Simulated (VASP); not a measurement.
Here is a VASP 6.6.1 calculation.

The input INCAR:

```
SYSTEM = OsCl
PREC = Accurate
ENCUT = 520
EDIFF = 1E-6
ISMEAR = 0
SIGMA = 0.1
LREAL = .False.
LASPH = .True.
NELM = 80
ALGO = Normal
ISIF = 2
LWAVE = .False.
LCHARG = .True.
GGA = PE
LELF = .True.
LVHAR = .True.
NBANDS = 14
```

KPOINTS

```
Automatic mesh
0
Gamma
  18 18 18
  0 0 0
```

File POSCAR:

```
OsCl
1.0
    3.0861519515      0.0000000000      0.0000000000
    0.0000000000      3.0861519515      0.0000000000
    0.0000000000      0.0000000000      3.0861519515
Os Cl
1 1
Direct
    0.0000000000      0.0000000000      0.0000000000
    0.5000000000      0.5000000000      0.5000000000
```

Potentials or basis: VASP PAW PBE potentials, release 64 (Os, Cl).

Run with:

```console
$ cat potpaw_PBE.64/Os/POTCAR potpaw_PBE.64/Cl/POTCAR > POTCAR
$ mpirun -np 1 vasp_std > vasp.out
```

Q: Estimate the band gap on the k mesh.

A: Zero (an odd number of electrons rules out a gap without spin polarisation).

Q: What does it give for the pressure?

A: 0.6 GPa.

Caveat: spin-orbit coupling is left out, which moves the levels of the heavy elements; an odd number of electrons without spin polarisation forces a metal; a magnetic or distorted state may lie lower.
